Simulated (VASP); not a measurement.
# SnO2 (Fm-3m) in VASP: dielectric tensor with r2SCAN

Aim: the dielectric tensor of SnO2 with r2SCAN.

All numbers are computed with VASP 6.6.1; they aren't measurements. Logs are shortened: lines on timing, memory, paths and dates and some standing lists are left out, and cuts for length are marked.

### Step 1. The cell of the first run

It takes space group Fm-3m (No. 225, cubic). The conventional cell has a = 5.067 Å, b = 5.067 Å, c = 5.067 Å, α = 90.00°, β = 90.00°, γ = 90.00°. Sn (site symmetry m-3m) has 8 O at 2.19 Å within 2.9 Å. Within 2.9 Å of O (site symmetry -43m) lie 4 Sn at 2.19 Å and 6 O at 2.53 Å.

### Step 2. Dielectric tensor, r2SCAN

INCAR reads:

```
SYSTEM = SnO2
  PREC = Accurate
  ENCUT = 520
  EDIFF = 1E-8
  ISMEAR = 0
  SIGMA = 0.01
  LREAL = .FALSE.
  LASPH = .TRUE.
  NELM = 100
  ALGO = Normal
  ISIF = 2
  LWAVE = .FALSE.
  LCHARG = .FALSE.
  METAGGA = R2SCAN
  LMIXTAU = .TRUE.
  LCALCEPS = .TRUE.
```

KPOINTS reads:

```
Automatic mesh
0
G
  8 8 8
  0 0 0
```

POSCAR reads:

```
SnO2
1.0
    0.0000000000      2.5334667554      2.5334667554
    2.5334667554      0.0000000000      2.5334667554
    2.5334667554      2.5334667554      0.0000000000
Sn O
1 2
Direct
    0.0000000000      0.0000000000      0.0000000000
    0.2500000000      0.2500000000      0.2500000000
    0.7500000000      0.7500000000      0.7500000000
```

Potentials or basis: VASP PAW PBE potentials, release 64 (Sn_d, O).

Command:

```console
cat potpaw_PBE.64/Sn_d/POTCAR potpaw_PBE.64/O/POTCAR > POTCAR
mpirun -np 1 vasp_std > vasp.out
```

OUTCAR:

```text
SYSTEM = SnO2
   PREC = Accurate
   ENCUT = 520
   EDIFF = 1E-8
   ISMEAR = 0
   LREAL = .FALSE.
   LASPH = .TRUE.
   NELM = 100
   ISIF = 2
   METAGGA = R2SCAN

 ion  position               nearest neighbor table
   1  0.000  0.000  0.000-   3 2.19   3 2.19   3 2.19   2 2.19   3 2.19   2 2.19   2 2.19   2 2.19

   2  0.250  0.250  0.250-   1 2.19   1 2.19   1 2.19   1 2.19
   3  0.750  0.750  0.750-   1 2.19   1 2.19   1 2.19   1 2.19

  LATTYP: Found a face centered cubic cell.
 ALAT       =     5.0669335108

  Lattice vectors:

 A1 = (   0.0000000000,   2.5334667554,   2.5334667554)
 A2 = (   2.5334667554,   0.0000000000,   2.5334667554)
 A3 = (   2.5334667554,   2.5334667554,   0.0000000000)

Analysis of symmetry for initial positions (statically):
=====================================================================
 Subroutine PRICEL returns:
 Original cell was already a primitive cell.

 Routine SETGRP: Setting up the symmetry group for a
 face centered cubic supercell.

 Subroutine GETGRP returns: Found 48 space group operations
 (whereof 48 operations were pure point group operations)
 out of a pool of 48 trial point group operations.

The static configuration has the point symmetry O_h .

Analysis of symmetry for dynamics (positions and initial velocities):
=====================================================================
 Subroutine PRICEL returns:
 Original cell was already a primitive cell.

 Routine SETGRP: Setting up the symmetry group for a
 face centered cubic supercell.

 Subroutine GETGRP returns: Found 48 space group operations
 (whereof 48 operations were pure point group operations)
 out of a pool of 48 trial point group operations.

The dynamic configuration has the point symmetry O_h .

 Subroutine INISYM returns: Found 48 space group operations
 (whereof 48 operations are pure point group operations),
 and found     1 'primitive' translations

----------------------------------------------------------------------------------------

                                     Primitive cell

  volume of cell :      32.5219

  direct lattice vectors                    reciprocal lattice vectors
     0.000000000  2.533466755  2.533466755    -0.197358027  0.197358027  0.197358027
     2.533466755  0.000000000  2.533466755     0.197358027 -0.197358027  0.197358027
     2.533466755  2.533466755  0.000000000     0.197358027  0.197358027 -0.197358027

  length of vectors
     3.582863045  3.582863045  3.582863045     0.341834130  0.341834130  0.341834130

  position of ions in fractional coordinates (direct lattice)
     0.000000000  0.000000000  0.000000000
     0.250000000  0.250000000  0.250000000
     0.750000000  0.750000000  0.750000000

  ion indices of the primitive-cell ions
   primitive index   ion index
                 1           1
                 2           2
                 3           3

----------------------------------------------------------------------------------------

 KPOINTS: Automatic mesh

Automatic generation of k-mesh.
 Grid dimensions read from file:
 generate k-points for:    8    8    8

 Generating k-lattice:

  Cartesian coordinates                     Fractional coordinates (reciprocal lattice)
    -0.024669753  0.024669753  0.024669753     0.125000000  0.000000000  0.000000000
     0.024669753 -0.024669753  0.024669753     0.000000000  0.125000000  0.000000000
     0.024669753  0.024669753 -0.024669753     0.000000000  0.000000000  0.125000000

  Length of vectors
     0.042729266  0.042729266  0.042729266

  Shift w.r.t. Gamma in fractional coordinates (k-lattice)
     0.000000000  0.000000000  0.000000000

 Subroutine IBZKPT returns following result:
 ===========================================

 Found     29 irreducible k-points:

 Following reciprocal coordinates:
            Coordinates               Weight
  0.000000  0.000000  0.000000      1.000000
  0.125000  0.000000  0.000000      8.000000
  0.250000  0.000000  0.000000      8.000000
  0.375000  0.000000  0.000000      8.000000
  0.500000  0.000000  0.000000      4.000000
  0.125000  0.125000  0.000000      6.000000
[... 16 lines left out ...]
  0.500000  0.250000  0.125000     48.000000
 -0.375000  0.250000  0.125000     24.000000
 [... further k-points ...]
   k-points           NKPTS =     29   k-points in BZ     NKDIM =     29   number of bands    NBANDS=     17
   number of dos      NEDOS =    301   number of ions     NIONS =      3
   total plane-waves  NPLWV =  21952
   dimension x,y,z NGX =    28 NGY =   28 NGZ =   28
   dimension x,y,z NGXF=    56 NGYF=   56 NGZF=   56
   ions per type =               1   2
   NGX,Y,Z   is equivalent  to a cutoff of  12.99, 12.99, 12.99 a.u.
   NGXF,Y,Z  is equivalent  to a cutoff of  25.98, 25.98, 25.98 a.u.
 SYSTEM =  SnO2
   PREC   = accura    normal or accurate (medium, high low for compatibility)
   ISTART =      0    job   : 0-new  1-cont  2-samecut
   ICHARG =      2    charge: 1-file 2-atom 10-const
   ISPIN  =      1    spin polarized calculation?
   LNONCOLLINEAR =      F non collinear calculations
   LSORBIT =      F    spin-orbit coupling
   LASPH  =      T    aspherical Exc in radial PAW
   ENCUT  =  520.0 eV  38.22 Ry    6.18 a.u.   6.66  6.66  6.66*2*pi/ulx,y,z
   NELM   =    100;   NELMIN=  2; NELMDL= -5     # of ELM steps
   EDIFF  = 0.1E-07   stopping-criterion for ELM
   LREAL  =      F    real-space projection
   EDIFFG = 0.1E-06   stopping-criterion for IOM
   NSW    =      0    number of steps for IOM
   IBRION =     -1    ionic relax: 0-MD 1-quasi-New 2-CG
   NFREE  =      0    steps in history (QN), initial steepest desc. (CG)
   ISIF   =      2    stress and relaxation
   ISYM   =      2    0-nonsym 1-usesym 2-fastsym
   POTIM  = 0.5000    time-step for ionic-motion
   TEBEG  =    0.0;   TEEND  =   0.0 temperature during run
   PSTRESS=    0.0 pullay stress
   NELECT =      26.0000    total number of electrons
   NUPDOWN=      -1.0000    fix difference up-down
   EMIN   =  10.00;   EMAX   =-10.00  energy-range for DOS
   EFERMI =   0.00;   METHOD = LEGACY
   ISMEAR =     0;   SIGMA  =   0.01  broadening in eV -4-tet -1-fermi 0-gaus
   EFERMI_NEDOS =   21; number of points for ismear=-14 and -15
   IALGO  =     38    algorithm
   IMIX   =      4    mixing-type and parameters
     AMIX     =   0.40;   BMIX     =  1.00
     AMIX_MAG =   1.60;   BMIX_MAG =  1.00
  volume/ion in A,a.u.               =      10.84        73.16
  Fermi-wavevector in a.u.,A,eV,Ry     =   1.519407  2.871263 31.410370  2.308597
  Thomas-Fermi vector in A             =   2.628397
   LORBIT       =      0    0 simple, 1 ext, 2 COOP (PROOUT), +10 PAW based schemes
   METAGGA = R2SCAN    functional components
   LHFCALC =     F    Hartree Fock is set to
   AEXX    =    0.0000 exact exchange contribution
   IVDW    =     0    specifies the selected vdW correction
   LEPSILON=     F    determine dielectric tensor
   LRPA    =     F    only Hartree local field effects (RPA)
   LRPA       =     F
 non-spin polarized calculation
 Gauss-broadening in eV      SIGMA  =   0.01
  energy-cutoff  :      520.00
  volume of cell :       32.52
 maximum number of plane-waves:       893
   NGX = 13   NGY = 13   NGZ = 13

 Total electronic dipole moment: p[elc]=(     0.00000    -0.00000    -0.00000 ) |e| Angst

 Total electronic dipole moment: p[elc]=(    -0.00000    -0.00000    -0.00000 ) |e| Angst

 number of electron      25.9999988 magnetization

 Free energy of the ion-electron system (eV)
  ---------------------------------------------------
  ext. energy  EPLUGINS =         0.00000000
  ---------------------------------------------------
  free energy    TOTEN  =       -41.48147166 eV

  energy without entropy =      -41.48147166  energy(sigma->0) =      -41.48147166

 E-fermi :   7.7790     XC(G=0): -12.7666

 val. band max:        7.7079933974   @ k =  -0.2500   0.5000   0.2500
 cond. band min:   10000.0000000000   @ k =   0.0000   0.0000   0.0000
 fundamental gap:   9992.2920066026
 Fermi energy:         7.7790464322

 k-point     1 :       0.0000    0.0000    0.0000
  band No.  band energies     occupation
      1     -13.4437      2.00000
      2     -13.4437      2.00000
      3     -13.4437      2.00000
      4     -13.2558      2.00000
      5     -13.2558      2.00000
      6     -12.9842      2.00000
[... 9 lines left out ...]
     16   10000.0000      0.00000
     17   10000.0000      0.00000

 k-point     2 :       0.1250    0.0000    0.0000
  band No.  band energies     occupation
      1     -13.5335      2.00000
      2     -13.4309      2.00000
      3     -13.4309      2.00000
      4     -13.2564      2.00000
      5     -13.2564      2.00000
      6     -12.8127      2.00000
[... 9 lines left out ...]
     16   10000.0000      0.00000
     17   10000.0000      0.00000

 k-point     3 :       0.2500    0.0000    0.0000
  band No.  band energies     occupation
      1     -13.7660      2.00000
      2     -13.4055      2.00000
      3     -13.4055      2.00000
      4     -13.2519      2.00000
      5     -13.2519      2.00000
      6     -12.2755      2.00000
[... 9 lines left out ...]
     16   10000.0000      0.00000
     17   10000.0000      0.00000

 k-point     4 :       0.3750    0.0000    0.0000
  band No.  band energies     occupation
      1     -13.9834      2.00000
      2     -13.3902      2.00000
      3     -13.3902      2.00000
      4     -13.2367      2.00000
      5     -13.2367      2.00000
      6     -11.4810      2.00000
[... 9 lines left out ...]
     16   10000.0000      0.00000
     17   10000.0000      0.00000
[... 343 lines left out ...]
      1     -13.8087      2.00000
      2     -13.5002      2.00000
      3     -13.3633      2.00000
      4     -13.2836      2.00000
      5     -13.2391      2.00000
      6     -11.8810      2.00000
[... 9 lines left out ...]
     16   10000.0000      0.00000
     17   10000.0000      0.00000

 k-point    23 :       0.5000    0.2500    0.1250
  band No.  band energies     occupation
      1     -13.9003      2.00000
      2     -13.5916      2.00000
      3     -13.3396      2.00000
      4     -13.2822      2.00000
      5     -13.2377      2.00000
      6     -11.1052      2.00000
[... 9 lines left out ...]
     16   10000.0000      0.00000
     17   10000.0000      0.00000

 k-point    24 :      -0.3750    0.2500    0.1250
  band No.  band energies     occupation
      1     -13.9448      2.00000
      2     -13.6206      2.00000
      3     -13.3341      2.00000
      4     -13.2784      2.00000
      5     -13.2348      2.00000
      6     -10.4224      2.00000
[... 9 lines left out ...]
     16   10000.0000      0.00000
     17   10000.0000      0.00000

 [... further k-points ...]

------------------------ aborting loop because EDIFF is reached ----------------------------------------

            Ionic dipole moment: p[ion]=(     0.00000     0.00000     0.00000 ) |e| Angst

 Total electronic dipole moment: p[elc]=(     0.00000     0.00000     0.00682 ) |e| Angst

 MACROSCOPIC STATIC DIELECTRIC TENSOR (including local field effects)
 ------------------------------------------------------
           4.795342     0.000000    -0.000000
          -0.000000     4.795342    -0.000000
           0.000000     0.000000     4.795342
 ------------------------------------------------------

 PIEZOELECTRIC TENSOR (including local field effects) (e Angst)
          XX          YY          ZZ          XY          YZ          ZX
  --------------------------------------------------------------------------------
  x     0.00000     0.00000     0.00000     0.00000     0.00000     0.00000
  y     0.00000     0.00000     0.00000     0.00000     0.00000     0.00000
  z     0.00000     0.00000     0.00000     0.00000     0.00000     0.00000

 PIEZOELECTRIC TENSOR (including local field effects) (C/m^2)
          XX          YY          ZZ          XY          YZ          ZX
  --------------------------------------------------------------------------------
  x     0.00000     0.00000     0.00000     0.00000     0.00000     0.00000
  y     0.00000     0.00000     0.00000     0.00000     0.00000     0.00000
  z     0.00000     0.00000     0.00000     0.00000     0.00000     0.00000

 BORN EFFECTIVE CHARGES (including local field effects) (in |e|, cummulative output)
 ---------------------------------------------------------------------------------
 ion    1
    1     4.49409    -0.00000     0.00000
    2     0.00000     4.49409    -0.00000
    3     0.00000     0.00000     4.49409
 ion    2
    1    -2.24705     0.00000    -0.00000
    2     0.00000    -2.24705     0.00000
    3     0.00000     0.00000    -2.24705
 ion    3
    1    -2.24705     0.00000     0.00000
    2     0.00000    -2.24705     0.00000
    3     0.00000    -0.00000    -2.24705

  FORCE on cell =-STRESS in cart. coord.  units (eV):
  Direction    XX          YY          ZZ          XY          YZ          ZX
  --------------------------------------------------------------------------------------
  -------------------------------------------------------------------------------------
  Total        0.2791886      0.2791886      0.2791886      0.0000000      0.0000000      0.0000000
  in kB       13.7541160     13.7541160     13.7541160      0.0000000      0.0000000      0.0000000
  external PRESSURE =      13.7541160 kB  Pullay stress =       0.0000000 kB

 VOLUME and BASIS-vectors are now :
 -----------------------------------------------------------------------------
  energy-cutoff  :      520.00
  volume of cell :       32.52
      direct lattice vectors                 reciprocal lattice vectors
     0.000000000  2.533466755  2.533466755    -0.197358027  0.197358027  0.197358027
     2.533466755  0.000000000  2.533466755     0.197358027 -0.197358027  0.197358027
     2.533466755  2.533466755  0.000000000     0.197358027  0.197358027 -0.197358027

 POSITION                                       TOTAL-FORCE (eV/Angst)
 -----------------------------------------------------------------------------------
      0.00000      0.00000      0.00000        -0.000000     -0.000000     -0.000000
      1.26673      1.26673      1.26673         0.000000     -0.000000      0.000000
      3.80020      3.80020      3.80020         0.000000      0.000000     -0.000000
 -----------------------------------------------------------------------------------
    total drift:                                0.000000     -0.000000      0.000000

  FREE ENERGIE OF THE ION-ELECTRON SYSTEM (eV)
  ---------------------------------------------------
  free  energy   TOTEN  =       -41.4814716613 eV

  energy  without entropy=      -41.4814716613  energy(sigma->0) =      -41.48147166
```

It took 60 min on 1 thread of Intel Xeon Platinum 8488C (Sapphire Rapids), shared host; peak memory 0.45 GiB.

Results:

| Property | Result |
| --- | --- |
| Band gap on the k mesh | 0.86 eV (least direct gap 2.29 eV) |
| Electronic dielectric tensor (diagonal) | 4.80 |
| Born charges (mean of the diagonal) | Sn +4.49; O -2.25 e |

Levels at points of the mesh, in eV from the valence-band top:
```
           k point  band 9  band 10  band 11  band 12  band 13  band 14  band 15  band 16  band 17
(0.00, 0.00, 0.00)   -3.03    -3.03    -1.44    -1.44    -1.44     0.86     7.89     7.89     7.89
(0.50, 0.00, 0.00)   -3.98    -3.48    -3.48    -2.21    -2.21     5.54     8.62    11.40    11.40
(0.50, 0.50, 0.00)   -5.65    -5.65    -0.21    -0.21    -0.13     3.85     8.09    10.48    13.37
```

Electronic dielectric tensor:
```
4.80 0.00 0.00
0.00 4.80 0.00
0.00 0.00 4.80
```

Born effective charge tensors (e):
atom 1, Sn
```
4.49 0.00 0.00
0.00 4.49 0.00
0.00 0.00 4.49
```
atom 2, O
```
-2.25  0.00  0.00
 0.00 -2.25  0.00
 0.00  0.00 -2.25
```
atom 3, O
```
-2.25  0.00  0.00
 0.00 -2.25  0.00
 0.00  0.00 -2.25
```

Dipole moments of the cell (e·Å, modulo the quantum): ionic 0.000, 0.000, 0.000; electronic 0.000, 0.000, 0.007

Caveat: the PAW data sets were made with another functional, which shifts forces and pressure a little; spin-orbit coupling is left out, which moves the levels of the heavy elements. A k mesh can miss the band edges.
